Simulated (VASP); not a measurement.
GaN: single point with PBE

The system is GaN.

```xyz
4
Lattice="3.2184 0.0000 0.0000 -1.6092 2.7872 0.0000 0.0000 0.0000 5.0857" Properties=species:S:1:pos:R:3 pbc="T T T"
Ga    0.0000    1.8582    5.0813
Ga    1.6092    0.9291    2.5385
N     0.0000    1.8582    1.9116
N     1.6092    0.9291    4.4544
```

This cell differs from its parent crystal: strain +0.000 along x and y, -0.030 along z.

- Program: VASP 6.6.1
- Task: single point
- Functional: PBE
- Potentials or basis: VASP PAW PBE potentials, release 64 (Ga_d, N)
- Cutoff: 520 eV
- k mesh: 12 × 12 × 6
- Occupations: gaussian, width 0.05 eV
- Spin: no spin polarisation

```yaml
Pressure: 5.9 GPa
Largest_force: 0.353 eV/Å
Band_gap_on_the_k_mesh: 1.93 eV
```

Forces on the atoms (eV/Å):
```
Ga   0.000  0.000 -0.353
Ga   0.000  0.000 -0.353
N    0.000  0.000  0.353
N    0.000  0.000  0.353
```

Stress tensor (GPa, compression positive):
```
 1.93  0.00  0.00
 0.00  1.93  0.00
 0.00  0.00 13.92
```

Levels at points of the mesh, in eV from the valence-band top:
| k point | band 16 | band 17 | band 18 | band 19 | band 20 | band 21 |
| --- | --- | --- | --- | --- | --- | --- |
| (0.00, 0.00, 0.00) | -0.05 | -0.05 | 0.00 | 1.93 | 3.96 | 9.41 |
| (0.50, 0.00, 0.00) | -2.88 | -2.24 | -0.97 | 4.85 | 5.56 | 6.24 |
| (0.00, 0.00, 0.50) | -0.63 | -0.63 | -0.63 | 4.14 | 4.14 | 8.63 |
| (0.50, 0.00, 0.50) | -2.01 | -1.81 | -1.81 | 4.45 | 4.45 | 7.83 |

Run time: 95 s on 1 thread of Intel(R) Xeon(R) Platinum 8375C CPU @ 2.90GHz (Ice Lake), on a shared host, peak memory 0.21 GiB.

Caveat: the cell differs from its parent crystal (strain +0.000 along x and y, -0.030 along z); the cell stands under pressure.
